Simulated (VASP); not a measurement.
# TiC (Fm-3m) in VASP: a series of runs

Runs on TiC. Level: PBEsol. Tasks: single point, relaxation of cell and atoms.

Everything below comes from runs of VASP 6.6.1. Logs are shortened: lines on timing, memory, paths and dates and some standing lists are left out, and cuts for length are marked.

### Step 1. The cell of the first run

The structure is cubic, space group Fm-3m (No. 225). Conventional cell: a = 4.267 Å, b = 4.267 Å, c = 4.267 Å, α = 90.00°, β = 90.00°, γ = 90.00°. Ti (site symmetry m-3m) has 6 C at 2.13 Å within 2.8 Å. C (site symmetry m-3m) has 6 Ti at 2.13 Å within 2.8 Å.

### Step 2. Single point, PBEsol

File INCAR:

```
SYSTEM = TiC
PREC = Accurate ; ENCUT = 520
EDIFF = 1E-7 ; ISMEAR = 0
SIGMA = 0.1 ; LREAL = .False.
LASPH = .True. ; NELM = 80
ALGO = Normal ; ISIF = 2
LWAVE = .False. ; LCHARG = .True.
GGA = PS ; LELF = .True.
LVHAR = .True. ; NBANDS = 15
```

File KPOINTS:

```
regular mesh
0
Gamma
  16 16 16
  0 0 0
```

File POSCAR:

```
TiC
1.0
    0.0000000000      2.1336379394      2.1336379394
    2.1336379394      0.0000000000      2.1336379394
    2.1336379394      2.1336379394      0.0000000000
Ti C
1 1
Direct
    0.0000000000      0.0000000000      0.0000000000
    0.5000000000      0.5000000000      0.5000000000
```

Potentials or basis: VASP PAW PBE potentials, release 64 (Ti_sv, C).

Run with:

```bash
cat potpaw_PBE.64/Ti_sv/POTCAR potpaw_PBE.64/C/POTCAR > POTCAR
mpirun -np 1 vasp_std > vasp.out
```

OUTCAR:

```text
SYSTEM = TiC
   PREC = Accurate
   ENCUT = 520
   EDIFF = 1E-7
   ISMEAR = 0
   LREAL = .False.
   LASPH = .True.
   NELM = 80
   ISIF = 2
   GGA = PS

 ion  position               nearest neighbor table
   1  0.000  0.000  0.000-   2 2.13   2 2.13   2 2.13   2 2.13   2 2.13   2 2.13
   2  0.500  0.500  0.500-   1 2.13   1 2.13   1 2.13   1 2.13   1 2.13   1 2.13

  LATTYP: Found a face centered cubic cell.
 ALAT       =     4.2672758788

  Lattice vectors:

 A1 = (   0.0000000000,   2.1336379394,   2.1336379394)
 A2 = (   2.1336379394,   0.0000000000,   2.1336379394)
 A3 = (   2.1336379394,   2.1336379394,   0.0000000000)

Analysis of symmetry for initial positions (statically):
=====================================================================
 Subroutine PRICEL returns:
 Original cell was already a primitive cell.

 Routine SETGRP: Setting up the symmetry group for a
 face centered cubic supercell.

 Subroutine GETGRP returns: Found 48 space group operations
 (whereof 48 operations were pure point group operations)
 out of a pool of 48 trial point group operations.

The static configuration has the point symmetry O_h .

Analysis of symmetry for dynamics (positions and initial velocities):
=====================================================================
 Subroutine PRICEL returns:
 Original cell was already a primitive cell.

 Routine SETGRP: Setting up the symmetry group for a
 face centered cubic supercell.

 Subroutine GETGRP returns: Found 48 space group operations
 (whereof 48 operations were pure point group operations)
 out of a pool of 48 trial point group operations.

The dynamic configuration has the point symmetry O_h .

 Subroutine INISYM returns: Found 48 space group operations
 (whereof 48 operations are pure point group operations),
 and found     1 'primitive' translations

----------------------------------------------------------------------------------------

                                     Primitive cell

  volume of cell :      19.4264

  direct lattice vectors                    reciprocal lattice vectors
     0.000000000  2.133637939  2.133637939    -0.234341540  0.234341540  0.234341540
     2.133637939  0.000000000  2.133637939     0.234341540 -0.234341540  0.234341540
     2.133637939  2.133637939  0.000000000     0.234341540  0.234341540 -0.234341540

  length of vectors
     3.017419711  3.017419711  3.017419711     0.405891453  0.405891453  0.405891453

  position of ions in fractional coordinates (direct lattice)
     0.000000000  0.000000000  0.000000000
     0.500000000  0.500000000  0.500000000

  ion indices of the primitive-cell ions
   primitive index   ion index
                 1           1
                 2           2

----------------------------------------------------------------------------------------
[... 87 lines left out ...]
   IALGO  =     38    algorithm
   IMIX   =      4    mixing-type and parameters
     AMIX     =   0.40;   BMIX     =  1.00
     AMIX_MAG =   1.60;   BMIX_MAG =  1.00
  volume/ion in A,a.u.               =       9.71        65.55
  Fermi-wavevector in a.u.,A,eV,Ry     =   1.534561  2.899899 32.040045  2.354877
  Thomas-Fermi vector in A             =   2.641472
   LORBIT       =      0    0 simple, 1 ext, 2 COOP (PROOUT), +10 PAW based schemes
   GGA     = PS    functional components
   LHFCALC =     F    Hartree Fock is set to
   AEXX    =    0.0000 exact exchange contribution
   IVDW    =     0    specifies the selected vdW correction
   LEPSILON=     F    determine dielectric tensor
   LRPA    =     F    only Hartree local field effects (RPA)
 non-spin polarized calculation
 Gauss-broadening in eV      SIGMA  =   0.10
  energy-cutoff  :      520.00
  volume of cell :       19.43
 maximum number of plane-waves:       544
   NGX = 11   NGY = 11   NGZ = 11

 number of electron      16.0000004 magnetization

 Free energy of the ion-electron system (eV)
  ---------------------------------------------------
  ext. energy  EPLUGINS =         0.00000000
  ---------------------------------------------------
  free energy    TOTEN  =       -19.79608076 eV

  energy without entropy =      -19.79418056  energy(sigma->0) =      -19.79513066

 E-fermi :   9.8249     XC(G=0): -13.0939

 val. band max:        9.8204037591   @ k =   0.1250   0.0625   0.0000
 cond. band min:       9.8520280910   @ k =   0.5000   0.5000   0.0000
 fundamental gap:      0.0316243318
 Fermi energy:         9.8249265279

 k-point     1 :       0.0000    0.0000    0.0000
  band No.  band energies     occupation
      1     -46.3638      2.00000
      2     -22.4647      2.00000
      3     -22.4647      2.00000
      4     -22.4647      2.00000
      5      -2.7398      2.00000
      6      10.5136      0.00000
      7      10.5136      0.00000
      8      10.5136      0.00000
      9      11.5974      0.00000
     10      11.5974      0.00000
     11      11.5974      0.00000
     12      11.6580      0.00000
     13      11.6580      0.00000
     14      20.9838      0.00000
[... 401 lines left out ...]
      2     -22.5213      2.00000
      3     -22.4802      2.00000
      4     -22.4660      2.00000
      5      -2.4910      2.00000
      6       9.5980      1.99867
      7       9.7679      1.57967
      8       9.8062      1.20833
      9      10.6326      0.00000
     10      11.2760      0.00000
     11      12.2091      0.00000
     12      12.8289      0.00000
     13      13.7309      0.00000
     14      21.3783      0.00000
     15      24.0847      0.00000

 [... further k-points ...]

------------------------ aborting loop because EDIFF is reached ----------------------------------------

  FORCE on cell =-STRESS in cart. coord.  units (eV):
  Direction    XX          YY          ZZ          XY          YZ          ZX
  --------------------------------------------------------------------------------------
  -------------------------------------------------------------------------------------
  Total        0.6410078      0.6410078      0.6410078      0.0000000      0.0000000     -0.0000000
  in kB       52.8666450     52.8666450     52.8666450      0.0000000      0.0000000     -0.0000000
  external PRESSURE =      52.8666450 kB  Pullay stress =       0.0000000 kB

 VOLUME and BASIS-vectors are now :
 -----------------------------------------------------------------------------
  energy-cutoff  :      520.00
  volume of cell :       19.43
      direct lattice vectors                 reciprocal lattice vectors
     0.000000000  2.133637939  2.133637939    -0.234341540  0.234341540  0.234341540
     2.133637939  0.000000000  2.133637939     0.234341540 -0.234341540  0.234341540
     2.133637939  2.133637939  0.000000000     0.234341540  0.234341540 -0.234341540

 POSITION                                       TOTAL-FORCE (eV/Angst)
 -----------------------------------------------------------------------------------
      0.00000      0.00000      0.00000         0.000000      0.000000      0.000000
      2.13364      2.13364      2.13364        -0.000000     -0.000000     -0.000000
 -----------------------------------------------------------------------------------
    total drift:                                0.000000     -0.000000     -0.000000

  FREE ENERGIE OF THE ION-ELECTRON SYSTEM (eV)
  ---------------------------------------------------
  free  energy   TOTEN  =       -19.7960807577 eV

  energy  without entropy=      -19.7941805580  energy(sigma->0) =      -19.79513066
```

OSZICAR:

```text
N       E                     dE             d eps       ncg     rms          rms(c)
DAV:   1     0.117477531883E+03    0.11748E+03   -0.79171E+03  4358   0.129E+03
DAV:   2    -0.177002400401E+02   -0.13518E+03   -0.12700E+03  4644   0.337E+02
DAV:   3    -0.248770460024E+02   -0.71768E+01   -0.70612E+01  5611   0.765E+01
DAV:   4    -0.250998565684E+02   -0.22281E+00   -0.22254E+00  5496   0.124E+01
DAV:   5    -0.251050898048E+02   -0.52332E-02   -0.52322E-02  5603   0.169E+00    0.194E+01
DAV:   6    -0.202843748003E+02    0.48207E+01   -0.10830E+01  6198   0.562E+01    0.649E+00
DAV:   7    -0.198259769383E+02    0.45840E+00   -0.17525E+00  5067   0.188E+01    0.534E+00
DAV:   8    -0.197947007282E+02    0.31276E-01   -0.12618E-01  5043   0.458E+00    0.234E+00
DAV:   9    -0.198003893308E+02   -0.56886E-02   -0.58745E-02  5751   0.248E+00    0.969E-01
DAV:  10    -0.197971538409E+02    0.32355E-02   -0.84474E-03  5535   0.135E+00    0.543E-01
DAV:  11    -0.197961128930E+02    0.10409E-02   -0.24969E-03  5050   0.730E-01    0.434E-02
DAV:  12    -0.197960808805E+02    0.32013E-04   -0.22896E-04  4924   0.202E-01    0.191E-02
DAV:  13    -0.197960810699E+02   -0.18941E-06   -0.83784E-06  5379   0.285E-02    0.347E-03
DAV:  14    -0.197960808324E+02    0.23744E-06   -0.82073E-07  5183   0.145E-02    0.432E-03
DAV:  15    -0.197960807577E+02    0.74764E-07   -0.13008E-07  4669   0.377E-03
   1 F= -.19796081E+02 E0= -.19795131E+02  d E =-.190020E-02
```

stdout:

```text
POSCAR found type information on POSCAR TiC
 POSCAR found :  2 types and       2 ions
 scaLAPACK will be used
 -----------------------------------------------------------------------------
|                                                                             |
|                                                                             |
|     You enforced a specific xc type in the INCAR file but a different       |
|     I HOPE YOU KNOW WHAT YOU ARE DOING!                                     |
|                                                                             |
 -----------------------------------------------------------------------------

 LDA part: xc-table for (Slater+PW92), standard interpolation
 POSCAR, INCAR and KPOINTS ok, starting setup
 FFT: planning ... GRIDC
 FFT: planning ... GRID_SOFT
 FFT: planning ... GRID
 WAVECAR not read
 entering main loop
```

Run time: 20 s. Hardware: 1 thread of Intel Xeon Platinum 8559C (Emerald Rapids), shared host; peak memory 0.17 GiB.

Results:

```
Free energy            : -19.7961 eV
Pressure               : 5.3 GPa
Band gap on the k mesh : zero (band 8 reaches 10.51 eV, above the bottom of band 9 at 9.42 eV)
```

Caveat: the PAW data sets were made with another functional, which shifts forces and pressure a little.

### Step 3. Single point, PBEsol

This run uses another cell than the first one, of 9.89 Å³/atom, 1.018 times its volume.

File INCAR:

```
ALGO     = Normal         # electronic algorithm
EDIFF    = 1E-7           # SCF threshold, eV
ENCUT    = 520            # plane-wave cutoff, eV
GGA      = PS             # functional
ISIF     = 2              # what is computed and relaxed
ISMEAR   = 0              # smearing method
LASPH    = True           # aspherical terms in the spheres
LCHARG   = True           # write CHGCAR
LELF     = True           # ELF
LREAL    = False          # projectors in reciprocal space
LVHAR    = True         
LWAVE    = False          # write WAVECAR
NBANDS   = 15             # bands
NELM     = 80             # most SCF steps
PREC     = Accurate       # precision mode
SIGMA    = 0.1            # smearing width, eV
```

File KPOINTS:

```
k-points
0
Gamma
  16 16 16
```

File POSCAR:

```
TiC
1.0
    0.0000000000      2.1466866640      2.1466866640
    2.1466866640      0.0000000000      2.1466866640
    2.1466866640      2.1466866640      0.0000000000
Ti C
1 1
Direct
    0.0000000000      0.0000000000      0.0000000000
    0.5000000000      0.5000000000      0.5000000000
```

Potentials or basis: VASP PAW PBE potentials, release 64 (Ti_sv, C).

Run with:

```bash
cat potpaw_PBE.64/Ti_sv/POTCAR potpaw_PBE.64/C/POTCAR > POTCAR
mpirun -np 1 vasp_std > vasp.out
```

Run time: 22 s. Hardware: 1 thread of Intel Xeon Platinum 8559C (Emerald Rapids), shared host; peak memory 0.16 GiB.

It converged, with:

```
Free energy            : -19.8024 eV
Pressure               : 0.2 GPa
Band gap on the k mesh : zero (band 8 reaches 10.29 eV, above the bottom of band 9 at 9.20 eV)
```

Levels at points of the mesh, in eV from the Fermi level:
```csv
k point,band 4,band 5,band 6,band 7,band 8,band 9,band 10,band 11,band 12,band 13
"(0.00, 0.00, 0.00)",-32.35,-12.48,0.68,0.68,0.68,1.75,1.75,1.75,1.79,1.79
"(0.50, 0.00, 0.00)",-32.41,-8.83,-5.99,-2.97,-2.97,3.04,3.04,4.27,8.32,8.49
"(0.50, 0.50, 0.00)",-32.54,-10.15,-3.45,-1.74,0.01,0.01,2.85,3.67,3.67,6.13
```

Caveat: the PAW data sets were made with another functional, which shifts forces and pressure a little.

### Step 4. Single point, PBEsol

This run uses another cell than the first one, of 9.97 Å³/atom, 1.026 times its volume.

File INCAR:

```
SYSTEM = TiC
ALGO     = Normal         ! electronic algorithm
EDIFF    = 1E-7           ! SCF threshold, eV
ENCUT    = 520            ! plane-wave cutoff, eV
GGA      = PS             ! functional
ISIF     = 2              ! what is computed and relaxed
ISMEAR   = 0              ! smearing method
LASPH    = .True.         ! aspherical terms in the spheres
LCHARG   = .True.         ! write CHGCAR
LELF     = .True.         ! ELF
LREAL    = .False.        ! projectors in reciprocal space
LVHAR    = .True.       
LWAVE    = .False.        ! write WAVECAR
NBANDS   = 15             ! bands
NELM     = 80             ! most SCF steps
PREC     = Accurate       ! precision mode
SIGMA    = 0.1            ! smearing width, eV
```

File KPOINTS:

```
k-points
0
Gamma
  16 16 16
  0 0 0
```

File POSCAR:

```
TiC
1.0
    0.0000000000      2.1521113160      2.1521113160
    2.1521113160      0.0000000000      2.1521113160
    2.1521113160      2.1521113160      0.0000000000
Ti C
1 1
Direct
    0.0000000000      0.0000000000      0.0000000000
    0.5000000000      0.5000000000      0.5000000000
```

Run with:

```bash
cat potpaw_PBE.64/Ti_sv/POTCAR potpaw_PBE.64/C/POTCAR > POTCAR
mpirun -np 1 vasp_std > vasp.out
```

It took 23 s on 1 thread of Intel Xeon Platinum 8559C (Emerald Rapids), shared host; peak memory 0.17 GiB.

It converged, with:

```
Free energy            : -19.8017 eV
Pressure               : -1.8 GPa
Band gap on the k mesh : zero (band 8 reaches 10.20 eV, above the bottom of band 9 at 9.11 eV)
```

Levels at points of the mesh, in eV from the Fermi level:
| k point | band 4 | band 5 | band 6 | band 7 | band 8 | band 9 | band 10 | band 11 | band 12 | band 13 |
| --- | --- | --- | --- | --- | --- | --- | --- | --- | --- | --- |
| (0.00, 0.00, 0.00) | -32.38 | -12.44 | 0.68 | 0.68 | 0.68 | 1.74 | 1.74 | 1.74 | 1.78 | 1.78 |
| (0.50, 0.00, 0.00) | -32.43 | -8.83 | -5.95 | -2.95 | -2.95 | 3.01 | 3.01 | 4.23 | 8.27 | 8.41 |
| (0.50, 0.50, 0.00) | -32.56 | -10.12 | -3.44 | -1.72 | 0.00 | 0.00 | 2.82 | 3.63 | 3.63 | 6.05 |

Caveat: the PAW data sets were made with another functional, which shifts forces and pressure a little.

### Step 5. Relaxation of cell and atoms, PBEsol, target pressure 40 GPa, at which the enthalpy is minimised

This run uses another cell than the first one, of 8.77 Å³/atom, 0.903 times its volume.

File INCAR:

```
ALGO = Normal
EDIFF = 1E-6
EDIFFG = -0.008
ENCUT = 600
GGA = PS
IBRION = 2
ISIF = 3
ISMEAR = 0
LASPH = T
LCHARG = F
LREAL = F
LWAVE = F
NELM = 80
NSW = 70
PREC = Accurate
PSTRESS = 400.0
SIGMA = 0.1
```

File KPOINTS:

```
k-points
0
Gamma
  16 16 16
```

File POSCAR:

```
TiC
1.0
    0.0000000000      2.0621434599      2.0621434599
    2.0621434599      0.0000000000      2.0621434599
    2.0621434599      2.0621434599      0.0000000000
Ti C
1 1
Direct
    0.0000000000      0.0000000000      0.0000000000
    0.5000000000      0.5000000000      0.5000000000
```

Run with:

```bash
cat potpaw_PBE.64/Ti_sv/POTCAR potpaw_PBE.64/C/POTCAR > POTCAR
mpirun -np 1 vasp_std > vasp.out
```

Run time: 34 s. Hardware: 1 thread of Intel Xeon Platinum 8559C (Emerald Rapids), shared host; peak memory 0.17 GiB.

It converged, with:

| Property | Result |
| --- | --- |
| Free energy | -19.5485 eV |
| Relaxed volume | 8.79 Å³/atom |
| Relaxed cell | a = 2.918 Å, b = 2.918 Å, c = 2.918 Å, α = 60.00°, β = 60.00°, γ = 60.00° |
| Space group after relaxing (to 0.05 Å) | Fm-3m (No. 225) |
| Energy change on relaxing (the enthalpy is what falls) | -4.5 meV/atom |
| Ionic steps | 3 |
| Pressure after relaxing | 40.0 GPa |
| Band gap on the k mesh | zero (band 8 reaches 11.79 eV, above the bottom of band 9 at 10.66 eV) |

The path:
```csv
step,energy change (eV),largest force (eV/Å),pressure (GPa),volume (Å³)
1,0.0000,0.0000,40.84,17.54
2,-0.0287,0.0000,38.15,17.65
3,-0.0091,0.0000,40.00,17.57
```

Final structure:
```
Ti C
1.0
     0.00000    2.06355    2.06355
     2.06355    0.00000    2.06355
     2.06355    2.06355    0.00000
Ti C
1 1
Direct
  0.00000 0.00000 0.00000
  0.50000 0.50000 0.50000
```

Levels at points of the mesh, in eV from the Fermi level:
```
           k point  band 5  band 6  band 7  band 8  band 9  band 10  band 11  band 12
(0.00, 0.00, 0.00)  -13.02    0.70    0.70    0.70    1.90     1.90     1.90     2.05
(0.50, 0.00, 0.00)   -8.72   -6.56   -3.39   -3.39    3.53     3.53     5.01     9.00
(0.50, 0.50, 0.00)  -10.67   -3.46   -2.15    0.14    0.14     3.31     4.29     4.29
```

Caveat: the cell is relaxed towards a set pressure, so the enthalpy falls and the energy may rise; the PAW data sets were made with another functional, which shifts forces and pressure a little.

(Part 1 of 2 ends here.)
